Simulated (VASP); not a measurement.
Set up this calculation in VASP 6.6.1, as the native input.

| Quantity | Value |
| --- | --- |
| Task | single point |
| Functional | PBEsol |
| Potentials or basis | VASP PAW PBE potentials, release 64 (Tl_d) |
| Cutoff | 520 eV |
| k mesh | 11 × 11 × 6 |
| Occupations | fermi-dirac, width 0.05 eV |
| Spin | no spin polarisation |
| Dipole correction | no |
| Further INCAR settings | ALGO = Fast; EDIFF = 1e-06; NBANDS = 20 |

The structure of Tl lies in POSCAR:

```
Tl
1.0
    3.4560000000      0.0000000000      0.0000000000
   -1.7280000000      2.9929837955      0.0000000000
    0.0000000000      0.0000000000      5.5250000000
Tl
2
Direct
    0.6666666667      0.3333333333      0.7500000000
    0.3333333333      0.6666666667      0.2500000000
```

The input as run:

INCAR

```
SYSTEM = Tl
ALGO = Fast
EDIFF = 1E-6
ENCUT = 520
GGA = PS
ISIF = 2
ISMEAR = -1
LASPH = .True.
LCHARG = .False.
LREAL = .False.
LWAVE = .False.
NBANDS = 20
NELM = 100
PREC = Accurate
SIGMA = 0.05
```

KPOINTS

```
k-points
0
Gamma
  11 11 6
  0 0 0
```

Potentials or basis: VASP PAW PBE potentials, release 64 (Tl_d).

Run with:

```sh
$ cat potpaw_PBE.64/Tl_d/POTCAR > POTCAR
$ mpirun -np 1 vasp_std > vasp.out
```

Results of the run:

```json
{"Pressure": "-0.1 GPa", "Band gap on the k mesh": "zero (bands 13 and 14 overlap by 5.66 eV)"}
```

Caveat: the PAW data sets were made with another functional, which shifts forces and pressure a little; spin-orbit coupling is left out, which moves the levels of the heavy elements.

Wall time 42 s on 1 thread of AMD EPYC 7R13 Processor (Zen 3), on a shared host, peak memory 0.18 GiB.
